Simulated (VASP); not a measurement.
# MoS2 (P6_3/mmc) in VASP: further runs, part 2 of 2

VASP 6.6.1.

### 5 Single point, PBEsol (biaxial strain in the a-b plane: -4.0 %)

Input file INCAR:

```
SYSTEM = MoS2
ALGO = Normal
EDIFF = 1E-6
ENCUT = 520
GGA = PS
ISIF = 2
ISMEAR = 0
LASPH = .True.
LCHARG = .False.
LREAL = .False.
LWAVE = .False.
NBANDS = 35
NELM = 80
PREC = Accurate
SIGMA = 0.02
```

Input file KPOINTS:

```
k-points
0
Gamma
  12 12 2
  0 0 0
```

Input file POSCAR:

```
MoS2
1.0
    3.0157328626      0.0000000000      0.0000000000
   -1.5078664313      2.6117012700      0.0000000000
    0.0000000000      0.0000000000     12.8871296873
Mo S
2 4
Direct
    0.6666666667      0.3333333333      0.2500000000
    0.3333333333      0.6666666667      0.7500000000
    0.6666666667      0.3333333333      0.6254539706
    0.3333333333      0.6666666667      0.3745460294
    0.6666666667      0.3333333333      0.8745460294
    0.3333333333      0.6666666667      0.1254539706
```

Potentials or basis: VASP PAW PBE potentials, release 64 (Mo_sv, S).

The run is started by

```console
cat potpaw_PBE.64/Mo_sv/POTCAR potpaw_PBE.64/S/POTCAR > POTCAR
mpirun -np 1 vasp_std > vasp.out
```

OUTCAR:

```text
SYSTEM = MoS2
   EDIFF = 1E-6
   ENCUT = 520
   GGA = PS
   ISIF = 2
   ISMEAR = 0
   LASPH = .True.
   LREAL = .False.
   NELM = 80
   PREC = Accurate

 ion  position               nearest neighbor table
   1  0.667  0.333  0.250-   4 2.37   6 2.37   4 2.37   6 2.37   4 2.37   6 2.37
   2  0.333  0.667  0.750-   3 2.37   5 2.37   3 2.37   5 2.37   3 2.37   5 2.37
   3  0.667  0.333  0.625-   2 2.37   2 2.37   2 2.37
   4  0.333  0.667  0.375-   1 2.37   1 2.37   1 2.37
   5  0.667  0.333  0.875-   2 2.37   2 2.37   2 2.37
   6  0.333  0.667  0.125-   1 2.37   1 2.37   1 2.37

  LATTYP: Found a hexagonal cell.
 ALAT       =     3.0157328626
 C/A-ratio  =     4.2732994846

  Lattice vectors:

 A1 = (   3.0157328626,   0.0000000000,   0.0000000000)
 A2 = (  -1.5078664313,   2.6117012700,   0.0000000000)
 A3 = (   0.0000000000,   0.0000000000,  12.8871296873)

Analysis of symmetry for initial positions (statically):
=====================================================================
 Subroutine PRICEL returns:
 Original cell was already a primitive cell.

 Routine SETGRP: Setting up the symmetry group for a
 hexagonal supercell.

 Subroutine GETGRP returns: Found 24 space group operations
 (whereof 12 operations were pure point group operations)
 out of a pool of 24 trial point group operations.

The static configuration has the point symmetry D_3d.
 The point group associated with its full space group is D_6h.

Analysis of symmetry for dynamics (positions and initial velocities):
=====================================================================
 Subroutine PRICEL returns:
 Original cell was already a primitive cell.

 Routine SETGRP: Setting up the symmetry group for a
 hexagonal supercell.

 Subroutine GETGRP returns: Found 24 space group operations
 (whereof 12 operations were pure point group operations)
[... 132 lines left out ...]
  volume/ion in A,a.u.               =      16.92       114.16
  Fermi-wavevector in a.u.,A,eV,Ry     =   1.309941  2.475430 23.346857  1.715946
  Thomas-Fermi vector in A             =   2.440505
   LORBIT       =      0    0 simple, 1 ext, 2 COOP (PROOUT), +10 PAW based schemes
   GGA     = PS    functional components
   LHFCALC =     F    Hartree Fock is set to
   AEXX    =    0.0000 exact exchange contribution
   IVDW    =     0    specifies the selected vdW correction
   LEPSILON=     F    determine dielectric tensor
   LRPA    =     F    only Hartree local field effects (RPA)
 non-spin polarized calculation
 Gauss-broadening in eV      SIGMA  =   0.02
  energy-cutoff  :      520.00
  volume of cell :      101.50
 maximum number of plane-waves:      2772
 NGX is ok and might be reduce to    24
   NGX = 11   NGY = 11   NGZ = 47

 number of electron      52.0000002 magnetization

 Free energy of the ion-electron system (eV)
  ---------------------------------------------------
  ext. energy  EPLUGINS =         0.00000000
  ---------------------------------------------------
  free energy    TOTEN  =       -46.58077086 eV

  energy without entropy =      -46.58077086  energy(sigma->0) =      -46.58077086

 E-fermi :   7.7441     XC(G=0): -11.2014

 val. band max:        7.5003172395   @ k =   0.3333   0.3333   0.0000
 cond. band min:       8.7414641742   @ k =   0.1667   0.1667   0.0000
 fundamental gap:      1.2411469347
 Fermi energy:         7.7440560015

 k-point     1 :       0.0000    0.0000    0.0000
  band No.  band energies     occupation
      1     -53.1843      2.00000
      2     -53.1843      2.00000
      3     -27.4904      2.00000
      4     -27.4903      2.00000
      5     -27.0356      2.00000
      6     -27.0356      2.00000
[... 901 lines left out ...]
     34      11.9036      0.00000
     35      14.8223      0.00000

 [... further k-points ...]

------------------------ aborting loop because EDIFF is reached ----------------------------------------

  FORCE on cell =-STRESS in cart. coord.  units (eV):
  Direction    XX          YY          ZZ          XY          YZ          ZX
  --------------------------------------------------------------------------------------
  -------------------------------------------------------------------------------------
  Total        8.0263364      8.0263364     -0.0695664      0.0000000      0.0000000      0.0000000
  in kB      126.6938036    126.6938036     -1.0980884      0.0000000      0.0000000      0.0000000
  external PRESSURE =      84.0965062 kB  Pullay stress =       0.0000000 kB

 VOLUME and BASIS-vectors are now :
 -----------------------------------------------------------------------------
  energy-cutoff  :      520.00
  volume of cell :      101.50
      direct lattice vectors                 reciprocal lattice vectors
     3.015732863  0.000000000  0.000000000     0.331594357  0.191446091  0.000000000
    -1.507866431  2.611701270  0.000000000     0.000000000  0.382892183  0.000000000
     0.000000000  0.000000000 12.887129687     0.000000000  0.000000000  0.077596798

 POSITION                                       TOTAL-FORCE (eV/Angst)
 -----------------------------------------------------------------------------------
      1.50787      0.87057      3.22178        -0.000000      0.000000      0.000000
     -0.00000      1.74113      9.66535         0.000000     -0.000000      0.000000
      1.50787      0.87057      8.06031         0.000000      0.000000     -0.010094
     -0.00000      1.74113      4.82682        -0.000000     -0.000000      0.010094
      1.50787      0.87057     11.27039         0.000000     -0.000000      0.010094
     -0.00000      1.74113      1.61674        -0.000000     -0.000000     -0.010094
 -----------------------------------------------------------------------------------
    total drift:                               -0.000000      0.000000     -0.000000

  FREE ENERGIE OF THE ION-ELECTRON SYSTEM (eV)
  ---------------------------------------------------
  free  energy   TOTEN  =       -46.5807708632 eV

  energy  without entropy=      -46.5807708632  energy(sigma->0) =      -46.58077086
```

Run time: 3.7 min. Hardware: 1 thread of Intel Xeon 8259CL, shared host; peak memory 0.28 GiB.

Results:

```
Free energy            : -46.5808 eV
Pressure               : 8.4 GPa
Largest force          : 0.010 eV/Å
Band gap on the k mesh : 1.24 eV (least direct gap 2.09 eV)
```

Forces in eV/Å, atoms in the order of the input:
```
Mo   0.000  0.000  0.000
Mo   0.000  0.000  0.000
S    0.000  0.000 -0.010
S    0.000  0.000  0.010
S    0.000  0.000  0.010
S    0.000  0.000 -0.010
```

Stress tensor (GPa, compression positive):
```
12.67  0.00  0.00
 0.00 12.67  0.00
 0.00  0.00 -0.11
```

Levels at points of the mesh, in eV from the valence-band top:
| k point | band 24 | band 25 | band 26 | band 27 | band 28 | band 29 |
| --- | --- | --- | --- | --- | --- | --- |
| (0.00, 0.00, 0.00) | -1.17 | -1.17 | -0.02 | 3.14 | 3.14 | 3.16 |
| (0.50, 0.00, 0.00) | -0.87 | -0.69 | -0.55 | 2.85 | 2.87 | 2.88 |
| (0.00, 0.00, 0.50) | -1.18 | -0.36 | -0.36 | 3.14 | 3.14 | 3.14 |
| (0.50, 0.00, 0.50) | -0.88 | -0.62 | -0.62 | 2.86 | 2.86 | 3.08 |

Caveat: the cell differs from its parent crystal (biaxial strain in the a-b plane: -4.0 %); the cell stands under pressure; the PAW data sets were made with another functional, which shifts forces and pressure a little; this functional lacks dispersion, which binds the layers, so the pressure and a relaxed spacing across them are unreliable. A k mesh can miss the band edges.

### 6 The runs side by side

```tsv
cell	gap on the mesh (eV)	pressure (GPa)	largest force (eV/Å)
a = 2.953, b = 2.953, c = 13.038 Å, angles 90.0, 90.0, 120.0°, 6 atoms	1.09	13.2	0.06
a = 3.016, b = 3.016, c = 12.816 Å, angles 90.0, 90.0, 120.0°, 6 atoms	1.23	8.5	-
a = 3.016, b = 3.016, c = 12.887 Å, angles 90.0, 90.0, 120.0°, 6 atoms	1.24	8.4	0.01
```

Alike in all rows: task single point; level PBEsol; potentials or basis VASP PAW PBE potentials, release 64 (Mo_sv, S); no spin polarisation; k mesh 12 × 12 × 2; cutoff (eV) 520; smearing gaussian 0.02 eV.

Caveats: the cell stands under pressure; the PAW data sets were made with another functional, which shifts forces and pressure a little; this functional lacks dispersion, which binds the layers, so the pressure and a relaxed spacing across them are unreliable.

Absolute energies hang on the potentials; compare differences alone.
